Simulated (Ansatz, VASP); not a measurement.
**One calculation of La2O3, two programs**

```
La O
1.0
     4.14917    0.00000    0.00000
    -2.07459    3.59329    0.00000
     0.00000    0.00000    6.45949
La O
2 3
Direct
  0.66667 0.33333 0.74216
  0.33333 0.66667 0.25784
  0.66667 0.33333 0.36027
  0.33333 0.66667 0.63973
  0.00000 0.00000 0.00000
```

Change from the starting cell: hydrostatic strain +5.4%.

Alike in both runs: task single point; functional r2SCAN; k mesh 12 × 12 × 4; no spin polarisation.

```csv
,VASP,Ansatz
version,VASP 6.6.1,Ansatz 0.2.0
potentials or method,"VASP PAW PBE potentials, release 64 (La, O)","plane waves, PAW"
plane-wave cutoff (eV),520,500
occupations,"gaussian, width 0.01 eV",fixed
valence electrons in the cell,40,40
```

|  | VASP | Ansatz | Ansatz less VASP |
| --- | --- | --- | --- |
| gap on the k mesh at the Fermi level (eV) | 3.81 | 3.79 | -0.015 |
| pressure (GPa) | -14.5 | -14.1 | +0.43 |
| traceless stress, the component that is largest in VASP (GPa) | 2.53 | 2.49 | -0.036 |
| rms of the force components (eV/Å) | 0.005 | 0.000 | -0.0051 |

VASP's potentials were made for PBE, not for r2SCAN. Atom by atom the forces differ by 0.005 eV/Å (rms over components).

Spin-orbit coupling is off throughout.
